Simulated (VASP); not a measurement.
# Be (Im-3m) in VASP: a series of runs, part 2 of 2

VASP 6.6.1.

### Step 5. Relaxation of cell and atoms, LDA

This run uses another cell than the first one, of 7.87 Å³/atom, 1.055 times its volume.

File INCAR:

```
PREC = Accurate ; ENCUT = 600
EDIFF = 1E-7 ; ISMEAR = -1
SIGMA = 0.1 ; LREAL = F
LASPH = T ; NELM = 100
ALGO = Normal ; ISIF = 3
LWAVE = F ; LCHARG = F
IBRION = 2 ; NSW = 80
EDIFFG = -0.01
```

File KPOINTS:

```
regular mesh
0
Gamma
  15 15 15
```

File POSCAR:

```
Be
1.0
    2.1704690000      0.0000000000      0.0000000000
   -0.7234896440      2.0463378057      0.0000000000
   -0.7234896440     -1.0231688548      1.7721805522
Be
1
Direct
    0.0000000000      0.0000000000      0.0000000000
```

Potentials or basis: VASP PAW LDA potentials, release 64 (Be).

On the command line:

```sh
$ cat potpaw_LDA.64/Be/POTCAR > POTCAR
$ mpirun -np 1 vasp_std > vasp.out
```

OUTCAR:

```text
PREC = Accurate
   ENCUT = 600
   EDIFF = 1E-7
   ISMEAR = -1
   LREAL = F
   LASPH = T
   NELM = 100
   ISIF = 3
   IBRION = 2
   NSW = 80
   EDIFFG = -0.01

 ion  position               nearest neighbor table
   1  0.000  0.000  0.000-

  LATTYP: Found a body centered cubic cell.
 ALAT       =     2.5062417228

  Lattice vectors:

 A1 = (   2.1704690000,   0.0000000000,   0.0000000000)
 A2 = (  -0.7234896440,   2.0463378057,   0.0000000000)
 A3 = (  -0.7234896440,  -1.0231688548,   1.7721805522)

Analysis of symmetry for initial positions (statically):
=====================================================================
 Subroutine PRICEL returns:
 Original cell was already a primitive cell.

 Routine SETGRP: Setting up the symmetry group for a
 body centered cubic supercell.

 Subroutine GETGRP returns: Found 48 space group operations
 (whereof 48 operations were pure point group operations)
 out of a pool of 48 trial point group operations.

The static configuration has the point symmetry O_h .

Analysis of symmetry for dynamics (positions and initial velocities):
[... 165 lines left out ...]
  -------------------------------------------------------------------------------------
  Total       -0.2983187     -0.2983187     -0.2983187     -0.0000000     -0.0000000     -0.0000000
  in kB      -60.7228456    -60.7228461    -60.7228480     -0.0000007     -0.0000016     -0.0000012
  external PRESSURE =     -60.7228465 kB  Pullay stress =       0.0000000 kB
[... 57 lines left out ...]
--------------------------------------- Ionic step        3  -------------------------------------------

 number of electron       2.0000000 magnetization

 Free energy of the ion-electron system (eV)
  ---------------------------------------------------
  ext. energy  EPLUGINS =         0.00000000
  ---------------------------------------------------
  free energy    TOTEN  =        -4.11392350 eV

  energy without entropy =       -4.10993304  energy(sigma->0) =       -4.11192827

 E-fermi :   7.9996     XC(G=0): -10.8075

 val. band max:        7.9714166095   @ k =   0.2667   0.2667   0.2000
 cond. band min:       8.0946837589   @ k =  -0.4000  -0.4000   0.1333
 fundamental gap:      0.1232671493
 Fermi energy:         7.9995771832

 k-point     1 :       0.0000    0.0000    0.0000
  band No.  band energies     occupation
      1      -4.2794      2.00000
      2      27.8735      0.00000
      3      27.8735      0.00000
      4      27.8735      0.00000
      5      39.8183      0.00000
[... 177 lines left out ...]
 k-point    24 :       0.4000    0.2000    0.0000
  band No.  band energies     occupation
      1       4.1224      2.00000
      2       8.5800      0.00601
      3      16.0867      0.00000
      4      21.6724      0.00000
      5      35.6903      0.00000

 [... further k-points ...]

------------------------ aborting loop because EDIFF is reached ----------------------------------------

  FORCE on cell =-STRESS in cart. coord.  units (eV):
  Direction    XX          YY          ZZ          XY          YZ          ZX
  --------------------------------------------------------------------------------------
  -------------------------------------------------------------------------------------
  Total       -0.0009157     -0.0009157     -0.0009157     -0.0000000     -0.0000000     -0.0000000
  in kB       -0.1959072     -0.1959072     -0.1959072     -0.0000000     -0.0000000     -0.0000000
  external PRESSURE =      -0.1959072 kB  Pullay stress =       0.0000000 kB
[... 16 lines left out ...]
  FREE ENERGIE OF THE ION-ELECTRON SYSTEM (eV)
  ---------------------------------------------------
  free  energy   TOTEN  =        -4.1139235044 eV

  energy  without entropy=       -4.1099330365  energy(sigma->0) =       -4.11192827

 reached required accuracy - stopping structural energy minimisation
```

OSZICAR:

```text
N       E                     dE             d eps       ncg     rms          rms(c)
DAV:   1    -0.241654298842E+01   -0.24165E+01   -0.12706E+03  1280   0.380E+02
DAV:   2    -0.411810044347E+01   -0.17016E+01   -0.16406E+01  1585   0.340E+01
DAV:   3    -0.412759208073E+01   -0.94916E-02   -0.94856E-02  1465   0.227E+00
[... 16 lines left out ...]
       N       E                     dE             d eps       ncg     rms          rms(c)
DAV:   1    -0.411392779760E+01   -0.13189E-03   -0.48182E-04  1255   0.229E-01    0.920E-03
DAV:   2    -0.411392505376E+01    0.27438E-05   -0.35644E-07  1500   0.701E-03    0.574E-03
DAV:   3    -0.411392351812E+01    0.15356E-05   -0.21379E-07  1385   0.593E-03    0.284E-04
DAV:   4    -0.411392350443E+01    0.13682E-07   -0.17622E-09   730   0.442E-04
   3 F= -.41139235E+01 E0= -.41119283E+01  d E =-.753169E-02
```

CONTCAR:

```text
Be
   1.00000000000000
     2.1347507228596001   -0.0000000003956406   -0.0000000006852696
    -0.7115835523658937    2.0126622907979170   -0.0000000006846376
    -0.7115835523658937   -1.0063310987326060    1.7430167000105434
  Be
     1
Direct
     0.0000000000000000    1.0000000000000000    1.0000000000000000

  0.00000000E+00  0.00000000E+00  0.00000000E+00
```

Wall time 5.5 s (1 thread of Intel Xeon Platinum 8488C (Sapphire Rapids), shared host); peak memory 0.11 GiB.

Results:

```yaml
Free_energy: -4.1139 eV
Relaxed_volume: 7.49 Å³/atom
Relaxed_cell: a = 2.135 Å, b = 2.135 Å, c = 2.135 Å, α = 109.47°, β = 109.47°, γ = 109.47°
Space_group_after_relaxing_to_0.05_Å: Im-3m (No. 229)
Energy_gained_by_relaxing: 7.5 meV/atom
Ionic_steps: 3
Pressure_after_relaxing: 0.0 GPa
Band_gap_on_the_k_mesh: zero (band 1 reaches 11.20 eV, above the bottom of band 2 at 6.67 eV)
```

The path:
| step | energy change (eV) | largest force (eV/Å) | pressure (GPa) | volume (Å³) |
| --- | --- | --- | --- | --- |
| 1 | 0.0000 | 0.0000 | -6.07 | 7.87 |
| 2 | -0.0074 | 0.0000 | -0.84 | 7.54 |
| 3 | -0.0075 | 0.0000 | -0.02 | 7.49 |

Final structure:
```
Be
1.0
     2.13475    0.00000    0.00000
    -0.71158    2.01266    0.00000
    -0.71158   -1.00633    1.74302
Be
1
Cartesian
  -1.4232 1.0063 1.7430
```

Levels at points of the mesh, in eV from the Fermi level:
| k point | band 1 | band 2 | band 3 | band 4 | band 5 |
| --- | --- | --- | --- | --- | --- |
| (0.00, 0.00, 0.00) | -12.28 | 19.87 | 19.87 | 19.87 | 31.82 |

### Step 6. Overview

```tsv
task	level	potentials or basis	cell	cutoff (eV)	gap on the mesh (eV)	pressure (GPa)
single point	LDA	VASP PAW LDA potentials, release 64 (Be)	a = 2.132 Å, angles 109.5°, 1 atom	520	none	0.4
single point	PBEsol+D3(BJ)	VASP PAW PBE potentials, release 64 (Be)	a = 2.126 Å, angles 109.5°, 1 atom	520	none	0.4
single point	BLYP+D3(BJ)	VASP PAW PBE potentials, release 64 (Be)	a = 2.070 Å, angles 109.5°, 1 atom	520	none	0.1
relaxation of cell and atoms	LDA	VASP PAW LDA potentials, release 64 (Be)	relaxed from a = 2.170 Å, angles 109.5°, 1 atom	600	none	0.0
```

Alike in all rows: no spin polarisation; k mesh 15 × 15 × 15; smearing fermi-dirac 0.1 eV.

Caveats: the PAW data sets were made with another functional, which shifts forces and pressure a little (some runs); pairwise dispersion overbinds metals, which lowers pressure and volume (some runs).

Total energies depend on the potentials used, so only differences within one code and one set of settings carry meaning.
